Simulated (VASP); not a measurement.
Input of a VASP 6.6.1 run:

Contents of INCAR:

```
ALGO = Normal ; EDIFF = 1E-7
ENCUT = 520 ; ISIF = 2
ISMEAR = -1 ; LASPH = True
LCHARG = True ; LELF = True
LREAL = False ; LVHAR = True
LWAVE = False ; NBANDS = 18
NELM = 80 ; PREC = Accurate
SIGMA = 0.05
```

KPOINTS

```
k-points
0
Gamma
  14 14 8
```

POSCAR

```
RbW
1.0
    3.5466225900      0.0000000000      0.0000000000
   -1.7733112900      3.0714652600      0.0000000000
    0.0000000000      0.0000000000      5.4941446400
Rb W
1 1
Direct
    0.0000000000      0.0000000000      0.5000000000
    0.6666666700      0.3333333300      0.0000000000
```

Potentials or basis: VASP PAW LDA potentials, release 64 (Rb_sv, W_sv).

Launch:

```bash
$ cat potpaw_LDA.64/Rb_sv/POTCAR potpaw_LDA.64/W_sv/POTCAR > POTCAR
$ mpirun -np 1 vasp_std > vasp.out
```

Problem. Predict the band gap on the k mesh.

Solution. Zero (an odd number of electrons rules out a gap without spin polarisation).

Problem. Predict the pressure.

Solution. -10.3 GPa.

Stress tensor (GPa, compression positive):
```
-17.96   0.00   0.00
  0.00 -17.96   0.00
  0.00   0.00   4.87
```

Caveat: the stress differs along the axes, from -18 to 5 GPa; spin-orbit coupling is left out, which moves the levels of the heavy elements.
